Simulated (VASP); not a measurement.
# YF7: single point with PBE

The system is YF7.

```
Y F
1.0
     0.00000    3.76580    3.76580
     3.76580    0.00000    3.76580
     3.76580    3.76580    0.00000
Y F
1 7
Direct
  0.00000 0.00000 0.00000
  0.50000 0.50000 0.50000
  0.00000 0.00000 0.50000
  0.50000 0.00000 0.50000
  0.00000 0.50000 0.50000
  0.50000 0.50000 0.00000
  0.00000 0.50000 0.00000
  0.50000 0.00000 0.00000
```

The cell was built from a structure type or drawn by symmetry, and may not be a known phase.

```yaml
Program: VASP 6.6.1
Task: single point
Functional: PBE
Potentials_or_basis: VASP PAW PBE potentials, release 64 (Y_sv, F)
Cutoff: 520 eV
k_mesh: 4 × 4 × 4
Occupations: gaussian, width 0.1 eV
Spin: collinear spin
Starting_moments: "[0.0, 1.0, 1.0, 1.0, 1.0, 1.0, 1.0, 1.0] μB"
```

The pressure is -11.9 GPa, the band gap on the k mesh is zero (filled and empty bands overlap) and the net moment is 4.00 μB per cell. The site moments are Y -0.05; F +0.82, +0.48 (each value once) μB and the valence electrons inside the program's atomic spheres are Y 8.61; F 5.79, 5.91 (each value once).

Levels at points of the mesh, in eV from the Fermi level:
Spin up:
```csv
k point,band 28,band 29,band 30,band 31,band 32,band 33,band 34,band 35,band 36,band 37
"(0.00, 0.00, 0.00)",-0.94,-0.94,-0.80,-0.80,-0.80,5.50,5.50,5.72,5.72,5.72
"(0.50, 0.00, 0.00)",-1.16,-0.97,-0.97,-0.89,-0.89,5.77,5.77,6.22,6.72,6.72
"(0.50, 0.50, 0.00)",-1.16,-1.15,-1.15,-0.99,-0.96,5.98,6.02,6.36,7.02,7.02
```
Spin down:
| k point | band 25 | band 26 | band 27 | band 28 | band 29 | band 30 | band 31 | band 32 |
| --- | --- | --- | --- | --- | --- | --- | --- | --- |
| (0.00, 0.00, 0.00) | 0.04 | 0.04 | 0.04 | 0.30 | 0.30 | 0.47 | 0.47 | 0.47 |
| (0.50, 0.00, 0.00) | -0.59 | -0.11 | -0.11 | -0.10 | 0.16 | 0.16 | 0.37 | 0.37 |
| (0.50, 0.50, 0.00) | -0.70 | -0.54 | -0.04 | -0.04 | 0.00 | 0.19 | 0.19 | 0.28 |

It took 4 min on 1 thread of Intel Xeon 8259CL, on a shared host, peak memory 0.32 GiB.

Caveat: the k points lie up to 0.36 Å⁻¹ apart.
